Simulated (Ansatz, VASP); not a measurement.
PtSe2: VASP beside Ansatz

```
Pt Se
1.0
     3.72400    0.00000    0.00000
    -1.86200    3.22508    0.00000
     0.00000    0.00000    5.06200
Pt Se
1 2
Cartesian
  0.0000 0.0000 0.0000
  1.8620 1.0750 3.7965
  0.0000 2.1501 1.2655
```

Alike in both runs: task single point; functional RPBE; dispersion D3(BJ); k mesh 8 × 8 × 5; occupations fermi-dirac, width 0.05 eV; no spin polarisation.

|  | VASP | Ansatz |
| --- | --- | --- |
| version | VASP 6.6.1 | Ansatz 0.2.0 |
| potentials or method | VASP PAW PBE potentials, release 64 (Pt, Se) | Ansatz PAW |
| plane-wave cutoff (eV) | 520 | 420 |
| valence electrons in the cell | 22 | 50 |

Ansatz gave:

- gap on the k mesh at the Fermi level (eV): none
- pressure (GPa): -10.1
- traceless stress, the component that is largest in VASP (GPa): 0.35
- rms of the force components (eV/Å): 0.138

Q: What did VASP give for the same quantities?

A: gap on the k mesh at the Fermi level (eV): none; pressure (GPa): -10.2; traceless stress, the component that is largest in VASP (GPa): 0.35; rms of the force components (eV/Å): 0.139.

VASP's potentials were made for PBE, not for RPBE. Atom by atom the forces differ by 0.001 eV/Å (rms over components). A gap of «none» marks a metal or a gap that the smearing closes. VASP's potentials hold 22 valence electrons a cell and Ansatz's 50, so a difference there can come from the potentials and not from the codes.

Spin-orbit coupling is off throughout.
